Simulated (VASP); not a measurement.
Set up this calculation in VASP 6.6.1, as the native input.

| Item | Value |
| --- | --- |
| Task | single point |
| Functional | r2SCAN |
| Potentials or basis | VASP PAW PBE potentials, release 64 (Pb_d, O) |
| Cutoff | 520 eV |
| k mesh | 9 × 9 × 9 |
| Occupations | fermi-dirac, width 0.05 eV |
| Spin | no spin polarisation |
| Dipole correction | no |
| Further INCAR settings | ALGO = Normal; EDIFF = 1e-07; NBANDS = 20 |

PbO2:

```
Pb O
1.0
     0.00000    2.75499    2.75499
     2.75499    0.00000    2.75499
     2.75499    2.75499    0.00000
Pb O
1 2
Direct
  0.00000 0.00000 0.00000
  0.75000 0.75000 0.75000
  0.25000 0.25000 0.25000
```

These files were run (other wordings do the same):

POSCAR

```
PbO2
1.0
    0.0000000000      2.7549856893      2.7549856893
    2.7549856893      0.0000000000      2.7549856893
    2.7549856893      2.7549856893      0.0000000000
Pb O
1 2
Direct
    0.0000000000      0.0000000000      0.0000000000
    0.7500000000      0.7500000000      0.7500000000
    0.2500000000      0.2500000000      0.2500000000
```

INCAR.step1

```
PREC     = Accurate       # precision mode
ENCUT    = 520            # plane-wave cutoff, eV
ISMEAR   = -1             # smearing method
SIGMA    = 0.05           # smearing width, eV
LREAL    = False          # projectors in reciprocal space
LASPH    = True           # aspherical terms in the spheres
NELM     = 100            # most SCF steps
NBANDS   = 20             # bands
GGA      = PE             # functional
ALGO     = Normal         # electronic algorithm
EDIFF    = 1E-4           # SCF threshold, eV
LWAVE    = True           # write WAVECAR
LCHARG   = False          # write CHGCAR
```

INCAR.step2

```
PREC     = Accurate       # precision mode
ENCUT    = 520            # plane-wave cutoff, eV
EDIFF    = 1E-7           # SCF threshold, eV
ISMEAR   = -1             # smearing method
SIGMA    = 0.05           # smearing width, eV
LREAL    = False          # projectors in reciprocal space
LASPH    = True           # aspherical terms in the spheres
NELM     = 100            # most SCF steps
ALGO     = Normal         # electronic algorithm
ISIF     = 2              # what is computed and relaxed
LWAVE    = False          # write WAVECAR
LCHARG   = False          # write CHGCAR
METAGGA  = R2SCAN         # meta-GGA
LMIXTAU  = True         
NBANDS   = 20             # bands
ISTART   = 1
```

KPOINTS

```
regular mesh
0
Gamma
  9 9 9
```

Potentials or basis: VASP PAW PBE potentials, release 64 (Pb_d, O).

Command:

```bash
$ cat potpaw_PBE.64/Pb_d/POTCAR potpaw_PBE.64/O/POTCAR > POTCAR
$ cp INCAR.step1 INCAR
$ mpirun -np 1 vasp_std > vasp.out
$ cp INCAR.step2 INCAR
$ mpirun -np 1 vasp_std > vasp.out
```

Results of the run:

* Pressure: -12.3 GPa
* Band gap on the k mesh: zero (band 13 reaches 4.50 eV, above the bottom of band 14 at 3.44 eV)

Caveat: the PAW data sets were made with another functional, which shifts forces and pressure a little; spin-orbit coupling is left out, which moves the levels of the heavy elements.

Run time: 76 s on 1 thread of Intel(R) Xeon(R) 6975P-C (Granite Rapids), on a shared host, peak memory 0.18 GiB.
